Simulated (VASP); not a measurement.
Wanted: the native input for a VASP 6.6.1 run.

```yaml
Task: single point
Functional: PBE
Potentials_or_basis: VASP PAW PBE potentials, release 64 (Rb_sv, P)
Cutoff: 520 eV
k_mesh: 6 × 6 × 4
Occupations: gaussian, width 0.1 eV
Spin: no spin polarisation
Dipole_correction: no
Further_INCAR_settings: ALGO = Normal; EDIFF = 1e-07; NBANDS = 16
```

The structure of RbP2 lies in POSCAR:

```
RbP2
1.0
    4.2134334814      0.0000000000      0.0000000000
   -2.1067167407      3.6489404320      0.0000000000
    0.0000000000      0.0000000000      5.3327936177
Rb P
1 2
Direct
    0.0000000000      0.0000000000      0.0000000000
    0.3333333333      0.6666666667      0.5000000000
    0.6666666667      0.3333333333      0.5000000000
```

These files were run (other wordings do the same):

INCAR

```
ALGO = Normal
EDIFF = 1E-7
ENCUT = 520
GGA = PE
ISIF = 2
ISMEAR = 0
LASPH = True
LCHARG = True
LELF = True
LREAL = False
LVHAR = True
LWAVE = False
NBANDS = 16
NELM = 80
PREC = Accurate
SIGMA = 0.1
```

KPOINTS

```
k-points
0
Gamma
  6 6 4
```

Potentials or basis: VASP PAW PBE potentials, release 64 (Rb_sv, P).

The run is started by

```bash
$ cat potpaw_PBE.64/Rb_sv/POTCAR potpaw_PBE.64/P/POTCAR > POTCAR
$ mpirun -np 1 vasp_std > vasp.out
```

It gave:

The pressure is 0.0 GPa.

Run time: 35 s on 1 thread of Intel(R) Xeon(R) Platinum 8488C (Sapphire Rapids) (shared host), peak memory 0.19 GiB.
